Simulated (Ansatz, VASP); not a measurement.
One calculation of Ca3TiN3, two programs

```
Ca Ti N
1.0
     4.40055   -5.26307    0.00000
     4.40055    5.26307    0.00000
     0.00000    0.00000    5.04440
Ca Ti N
6 2 6
Direct
  0.89624 0.10376 0.75000
  0.83933 0.61202 0.75000
  0.38798 0.16067 0.75000
  0.10376 0.89624 0.25000
  0.61202 0.83933 0.25000
  0.16067 0.38798 0.25000
  0.30860 0.69140 0.75000
  0.69140 0.30860 0.25000
  0.12685 0.87315 0.75000
  0.57868 0.82190 0.75000
  0.17810 0.42132 0.75000
  0.87315 0.12685 0.25000
  0.42132 0.17810 0.25000
  0.82190 0.57868 0.25000
```

Alike in both runs: functional PBE; k mesh 2 × 2 × 3; occupations gaussian, width 0.15 eV; collinear spin.

Ansatz relaxed the structure, and its values are those at the end. VASP's run is a single point on that final structure, the one shown.

```csv
,VASP,Ansatz
version,VASP 6.6.1,Ansatz 0.2.0
potentials or method,"VASP PAW PBE potentials, release 64 (Ca_sv, Ti_sv, N), cutoff 520 eV","scalar-relativistic, plane waves, PAW"
valence electrons in the cell,114,114
```

|  | VASP | Ansatz | Ansatz less VASP |
| --- | --- | --- | --- |
| gap on the k mesh at the Fermi level (eV) | none | none | - |
| pressure (GPa) | 0.4 | 0.1 | -0.29 |
| rms of the force components (eV/Å) | 0.012 | 0.007 | -0.0052 |
| net moment per atom (μB) | 0.05 | 0.13 | +0.079 |
| size of the moment on the site where the two differ most (μB) | 0.15 | 0.24 | +0.091 |

Site moments also hang on the region over which each program counts them. A gap of «none» marks a metal or a gap that the smearing closes.

The k mesh is coarse, so the values compare programs but aren't converged.
